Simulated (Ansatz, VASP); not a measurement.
**Two plane-wave programs on ZnInGaO4**

The input INCAR:

```
PREC = Accurate ; ENCUT = 520
EDIFF = 1E-6 ; ISMEAR = 0
SIGMA = 0.05 ; LREAL = F
LASPH = T ; NELM = 60
ALGO = Normal ; ISIF = 2
LWAVE = F ; LCHARG = T
GGA = PS ; LELF = T
LVHAR = T ; NBANDS = 40
```

Contents of KPOINTS:

```
Automatic mesh
0
Gamma
  12 12 12
```

Contents of POSCAR:

```
ZnInGaO4
1.0
    1.6803268679      0.9701371695      8.7134054620
   -1.6803268679      0.9701371695      8.7134054620
    0.0000000000     -1.9402743390      8.7134054620
Zn In Ga O
1 1 1 4
Direct
    0.2183820000      0.2183820000      0.2183820000
    0.0027680000      0.0027680000      0.0027680000
    0.7870340000      0.7870340000      0.7870340000
    0.2951430000      0.2951430000      0.2951430000
    0.7113580000      0.7113580000      0.7113580000
    0.1217170000      0.1217170000      0.1217170000
    0.8635990000      0.8635990000      0.8635990000
```

Input for Ansatz:

```yaml
crystal:
  lattice:
    - [1.6803268679, 0.9701371695, 8.713405462]
    - [-1.6803268679, 0.9701371695, 8.713405462]
    - [0.0, -1.940274339, 8.713405462]
  atoms:
    - { symbol: Zn, position: [0.218382, 0.218382, 0.218382] }
    - { symbol: In, position: [0.002768, 0.002768, 0.002768] }
    - { symbol: Ga, position: [0.787034, 0.787034, 0.787034] }
    - { symbol: O, position: [0.295143, 0.295143, 0.295143] }
    - { symbol: O, position: [0.711358, 0.711358, 0.711358] }
    - { symbol: O, position: [0.121717, 0.121717, 0.121717] }
    - { symbol: O, position: [0.863599, 0.863599, 0.863599] }
basis:
  ecutwfc: 420
kpoints:
  mp_grid: { grid: [12, 12, 12] }
hamiltonian:
  xc: pbesol
scf:
  occupations: { method: gaussian, width: 0.05 }
output:
  forces: true
  stress: true
  eigenvalues: true
  write_density: true
  write_potential: true
  elf: true
  volumetric_format: npy
```

Alike in both runs: task single point; functional PBEsol; k mesh 12 × 12 × 12; occupations gaussian, width 0.05 eV; no spin polarisation.

|  | VASP | Ansatz |
| --- | --- | --- |
| version | VASP 6.6.1 | Ansatz 0.2.0 |
| potentials or method | VASP PAW PBE potentials, release 64 (Zn, In_d, Ga_d, O), cutoff 520 eV | scalar-relativistic, plane waves, PAW |
| valence electrons in the cell | 62 | 62 |

|  | VASP | Ansatz | Ansatz less VASP |
| --- | --- | --- | --- |
| gap on the k mesh at the Fermi level (eV) | 0.96 | 0.98 | +0.014 |
| least direct gap on the mesh (eV) | 0.96 | 0.98 | +0.014 |
| pressure (GPa) | -6.1 | -6.6 | -0.51 |
| traceless stress, the component that is largest in VASP (GPa) | -0.06 | -0.09 | -0.030 |
| rms of the force components (eV/Å) | 0.028 | 0.028 | -0.0004 |

VASP's potentials were made for PBE, not for PBEsol. Atom by atom the forces differ by 0.005 eV/Å (rms over components). The functional is the same, so the differences come from potentials, cutoffs and numerics.
